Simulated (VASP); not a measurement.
A run of VASP 6.6.1 is set up as follows.

The input INCAR:

```
SYSTEM = PtSe2
  ALGO = Normal
  DIPOL = 0.5 0.5 0.382
  EDIFF = 1E-6
  ENCUT = 520
  GGA = PE
  IDIPOL = 3
  ISIF = 2
  ISMEAR = 0
  IVDW = 12
  LASPH = .True.
  LCHARG = .True.
  LDIPOL = .True.
  LELF = .True.
  LREAL = .False.
  LVACPOTAV = .True.
  LVHAR = .True.
  LWAVE = .False.
  NBANDS = 31
  NELM = 100
  PREC = Accurate
  SIGMA = 0.05
```

The input KPOINTS:

```
k-points
0
Gamma
  9 9 1
  0 0 0
```

The input POSCAR:

```
PtSe2
1.0
    3.7070359042      0.0000000000      0.0000000000
   -1.8535179521      3.2103872658      0.0000000000
    0.0000000000      0.0000000000     22.7981610971
Se Pt
4 2
Direct
    0.6666666667      0.3333333333      0.1973843408
    0.3333333333      0.6666666667      0.3134293760
    0.3333333333      1.0000000000      0.4498344597
    0.6666666667      0.6666666667      0.5658791557
    0.0000000000      0.0000000000      0.2556231430
    1.0000000000      1.3333333333      0.5076405939
```

Potentials or basis: VASP PAW PBE potentials, release 64 (Se, Pt).

Command:

```bash
$ cat potpaw_PBE.64/Se/POTCAR potpaw_PBE.64/Pt/POTCAR > POTCAR
$ mpirun -np 1 vasp_std > vasp.out
```

Q: What does it give for the largest force?

A: 0.137 eV/Å.

Q: What does it give for the band gap on the k mesh?

A: 0.65 eV (least direct gap 0.86 eV).

Q: Estimate the dispersion energy per atom.

A: -0.357 eV.

Forces on the atoms (eV/Å):
```
Se   0.009 -0.051  0.000
Se   0.063 -0.122  0.001
Se  -0.074  0.116 -0.001
Se  -0.040  0.033  0.000
Pt  -0.005  0.057 -0.001
Pt   0.047 -0.032  0.001
```

Caveat: the cell differs from its parent crystal (layers slid over each other, then relaxed in part); spin-orbit coupling is left out, which moves the levels of the heavy elements.
